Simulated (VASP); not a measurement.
# MgNiH (P4/mmm) in VASP: further runs

The runs below take MgNiH through single point, with LDA.

All numbers are computed with VASP 6.6.1; they aren't measurements. Logs are shortened: lines on timing, memory, paths and dates and some standing lists are left out, and cuts for length are marked.

### Step 1. The cell of the first run

It takes space group P4/mmm (No. 123, tetragonal). The conventional cell has a = 3.088 Å, b = 3.088 Å, c = 3.257 Å, α = 90.00°, β = 90.00°, γ = 90.00°. Within 2.9 Å of Mg (site symmetry 4/mmm) lie 4 H at 2.18 Å and 8 Ni at 2.72 Å. Ni (site symmetry 4/mmm) has 2 H at 1.63 Å within 2.2 Å. Within 2.2 Å of H (site symmetry 4/mmm) lie 2 Ni at 1.63 Å and 4 Mg at 2.18 Å.

### Step 2. Single point, LDA, collinear spin, zero start

INCAR reads:

```
SYSTEM = MgNiH
PREC = Accurate ; ENCUT = 520
EDIFF = 1E-6 ; ISMEAR = -1
SIGMA = 0.1 ; LREAL = .False.
LASPH = .True. ; NELM = 150
ALGO = Normal ; ISIF = 2
LWAVE = .False. ; LCHARG = .True.
ISPIN = 2 ; MAGMOM = 0 0 0
LORBIT = 11 ; NUPDOWN = 0.0
LMAXMIX = 4 ; LELF = .True.
LVHAR = .True. ; NBANDS = 18
```

KPOINTS reads:

```
Automatic mesh
0
Gamma
  11 11 10
  0 0 0
```

POSCAR reads:

```
MgNiH
1.0
    3.0881170000      0.0000000000      0.0000000000
    0.0000000000      3.0881170000      0.0000000000
    0.0000000000      0.0000000000      3.2570240000
Mg Ni H
1 1 1
Direct
    0.0000000000      0.0000000000      0.0000000000
    0.5000000000      0.5000000000      0.5000000000
    0.5000000000      0.5000000000      0.0000000000
```

Potentials or basis: VASP PAW LDA potentials, release 64 (Mg, Ni, H).

Run with:

```console
$ cat potpaw_LDA.64/Mg/POTCAR potpaw_LDA.64/Ni/POTCAR potpaw_LDA.64/H/POTCAR > POTCAR
$ mpirun -np 1 vasp_std > vasp.out
```

OUTCAR:

```text
SYSTEM = MgNiH
   PREC = Accurate
   ENCUT = 520
   EDIFF = 1E-6
   ISMEAR = -1
   LREAL = .False.
   LASPH = .True.
   NELM = 150
   ISIF = 2
   ISPIN = 2
   LORBIT = 11
   NUPDOWN = 0.0

 ion  position               nearest neighbor table
   1  0.000  0.000  0.000-   3 2.18   3 2.18   3 2.18   3 2.18   2 2.72   2 2.72   2 2.72   2 2.72
                             2 2.72   2 2.72   2 2.72   2 2.72
   2  0.500  0.500  0.500-   3 1.63   3 1.63   1 2.72   1 2.72   1 2.72   1 2.72   1 2.72   1 2.72
                             1 2.72   1 2.72
   3  0.500  0.500  0.000-   2 1.63   2 1.63   1 2.18   1 2.18   1 2.18   1 2.18

  LATTYP: Found a simple tetragonal cell.
 ALAT       =     3.0881170000
 C/A-ratio  =     1.0546957903

  Lattice vectors:

 A1 = (   3.0881170000,   0.0000000000,   0.0000000000)
 A2 = (   0.0000000000,   3.0881170000,   0.0000000000)
 A3 = (   0.0000000000,   0.0000000000,   3.2570240000)

Analysis of symmetry for initial positions (statically):
=====================================================================
 Subroutine PRICEL returns:
 Original cell was already a primitive cell.

 Routine SETGRP: Setting up the symmetry group for a
 simple tetragonal supercell.

 Subroutine GETGRP returns: Found 16 space group operations
 (whereof 16 operations were pure point group operations)
 out of a pool of 16 trial point group operations.

The static configuration has the point symmetry D_4h.

Analysis of symmetry for dynamics (positions and initial velocities):
=====================================================================
 Subroutine PRICEL returns:
 Original cell was already a primitive cell.

 Routine SETGRP: Setting up the symmetry group for a
 simple tetragonal supercell.

 Subroutine GETGRP returns: Found 16 space group operations
 (whereof 16 operations were pure point group operations)
 out of a pool of 16 trial point group operations.

The dynamic configuration has the point symmetry D_4h.

Analysis of structural, dynamic, and magnetic symmetry:
=====================================================================
 Subroutine PRICEL returns:
 Original cell was already a primitive cell.

 Routine SETGRP: Setting up the symmetry group for a
 simple tetragonal supercell.

 Subroutine GETGRP returns: Found 16 space group operations
 (whereof 16 operations were pure point group operations)
 out of a pool of 16 trial point group operations.

The overall configuration has the point symmetry D_4h.

 Subroutine INISYM returns: Found 16 space group operations
 (whereof 16 operations are pure point group operations),
 and found     1 'primitive' translations

[... 122 lines left out ...]
   LHFCALC =     F    Hartree Fock is set to
   AEXX    =    0.0000 exact exchange contribution
   IVDW    =     0    specifies the selected vdW correction
   LEPSILON=     F    determine dielectric tensor
   LRPA    =     F    only Hartree local field effects (RPA)
 spin polarized calculation
  energy-cutoff  :      520.00
  volume of cell :       31.06
 maximum number of plane-waves:       850
 NGX is ok and might be reduce to    24
   NGX = 11   NGY = 11   NGZ = 13

 number of electron      13.0000012 magnetization       0.0000000

 number of electron      13.0000012 magnetization      -0.0000000

 Free energy of the ion-electron system (eV)
  ---------------------------------------------------
  ext. energy  EPLUGINS =         0.00000000
  ---------------------------------------------------
  free energy    TOTEN  =       -12.71821723 eV

  energy without entropy =      -12.68806546  energy(sigma->0) =      -12.70314135

 E-fermi :   5.3595     XC(G=0): -11.1539

 val. band max:        5.3303660500   @ k =   0.3636   0.0000   0.0000
 cond. band min:       5.3647222472   @ k =   0.3636   0.0000   0.1000
 fundamental gap:      0.0343561972
 Fermi energy:         5.3594825561

 spin component 1

 k-point     1 :       0.0000    0.0000    0.0000
  band No.  band energies     occupation
      1      -4.6927      1.00000
      2       1.5054      1.00000
      3       3.1976      1.00000
      4       3.9655      1.00000
      5       3.9655      1.00000
      6       4.3642      0.99995
[... 493 lines left out ...]
     17      24.1628      0.00000
     18      26.4494      0.00000

 [... further k-points ...]

 spin component 2

 k-point     1 :       0.0000    0.0000    0.0000
  band No.  band energies     occupation
      1      -4.6927      1.00000
      2       1.5054      1.00000
      3       3.1976      1.00000
      4       3.9655      1.00000
      5       3.9655      1.00000
      6       4.3642      0.99995
[... 493 lines left out ...]
     17      24.1628      0.00000
     18      26.4494      0.00000

 [... further k-points ...]

------------------------ aborting loop because EDIFF is reached ----------------------------------------

  FORCE on cell =-STRESS in cart. coord.  units (eV):
  Direction    XX          YY          ZZ          XY          YZ          ZX
  --------------------------------------------------------------------------------------
  -------------------------------------------------------------------------------------
  Total       -1.2118663     -1.2118663     -1.6708109      0.0000000     -0.0000000      0.0000000
  in kB      -62.5110572    -62.5110572    -86.1845528      0.0000000     -0.0000000      0.0000000
  external PRESSURE =     -70.4022224 kB  Pullay stress =       0.0000000 kB

 VOLUME and BASIS-vectors are now :
 -----------------------------------------------------------------------------
  energy-cutoff  :      520.00
  volume of cell :       31.06
      direct lattice vectors                 reciprocal lattice vectors
     3.088117000  0.000000000  0.000000000     0.323821928  0.000000000  0.000000000
     0.000000000  3.088117000  0.000000000     0.000000000  0.323821928  0.000000000
     0.000000000  0.000000000  3.257024000     0.000000000  0.000000000  0.307028748

 POSITION                                       TOTAL-FORCE (eV/Angst)
 -----------------------------------------------------------------------------------
      0.00000      0.00000      0.00000         0.000000      0.000000      0.000000
      1.54406      1.54406      1.62851         0.000000      0.000000      0.000000
      1.54406      1.54406      0.00000         0.000000      0.000000      0.000000
 -----------------------------------------------------------------------------------
    total drift:                                0.000000      0.000000     -0.000000

  FREE ENERGIE OF THE ION-ELECTRON SYSTEM (eV)
  ---------------------------------------------------
  free  energy   TOTEN  =       -12.7182172341 eV

  energy  without entropy=      -12.6880654621  energy(sigma->0) =      -12.70314135

 total charge

# of ion       s       p       d       tot
------------------------------------------
    1        0.187   0.171   0.036   0.395
    2        0.456   0.420   8.495   9.371
    3        0.535   0.030   0.000   0.565
--------------------------------------------------
tot          1.179   0.621   8.531  10.331

 magnetization (x)

# of ion       s       p       d       tot
------------------------------------------
    1        0.000   0.000  -0.000   0.000
    2       -0.000  -0.000  -0.000  -0.000
    3        0.000  -0.000   0.000   0.000
--------------------------------------------------
tot          0.000  -0.000  -0.000  -0.000
```

Run time: 64 s. Hardware: 1 thread of Oxide Virtual Turin-like, shared host; peak memory 0.19 GiB.

What came out:

* Free energy: -12.7182 eV
* Pressure: -7.0 GPa
* Net moment: 0.00 μB per cell
* Valence electrons inside the program's atomic spheres: Mg 0.40; Ni 9.37; H 0.56

Caveat: the cell stands under tension; the total moment is fixed, so each spin has its own Fermi level.

### Step 3. Single point, LDA, collinear spin, ferromagnetic start

INCAR reads:

```
  PREC = Accurate
  ENCUT = 520
  EDIFF = 1E-6
  ISMEAR = -1
  SIGMA = 0.1
  LREAL = False
  LASPH = True
  NELM = 150
  ALGO = Normal
  ISIF = 2
  LWAVE = False
  LCHARG = False
  ISPIN = 2
  MAGMOM = 0.01 0.25 0.01
  LORBIT = 11
  NUPDOWN = 0.4
  LMAXMIX = 4
  GGA = CA
  NBANDS = 18
```

KPOINTS reads:

```
Automatic mesh
0
Gamma
  11 11 10
```

POSCAR is that of step 2.

Potentials or basis: VASP PAW LDA potentials, release 64 (Mg, Ni, H).

Run with:

```console
$ cat potpaw_LDA.64/Mg/POTCAR potpaw_LDA.64/Ni/POTCAR potpaw_LDA.64/H/POTCAR > POTCAR
$ mpirun -np 1 vasp_std > vasp.out
```

It took 65 s on 1 thread of Oxide Virtual Turin-like, shared host; peak memory 0.19 GiB.

The run converged. Its results:

```yaml
Free_energy: -12.6508 eV
Pressure: -6.2 GPa
Net_moment: 0.40 μB per cell
Site_moments: Mg +0.01; Ni +0.29; H +0.01 μB
Valence_electrons_inside_the_program's_atomic_spheres: Mg 0.40; Ni 9.37; H 0.57
```

Stress tensor (GPa, compression positive):
```
-5.33  0.00  0.00
 0.00 -5.33  0.00
 0.00  0.00 -8.06
```

Caveat: the cell stands under tension; the total moment is fixed, so each spin has its own Fermi level and the state may be an excited one.
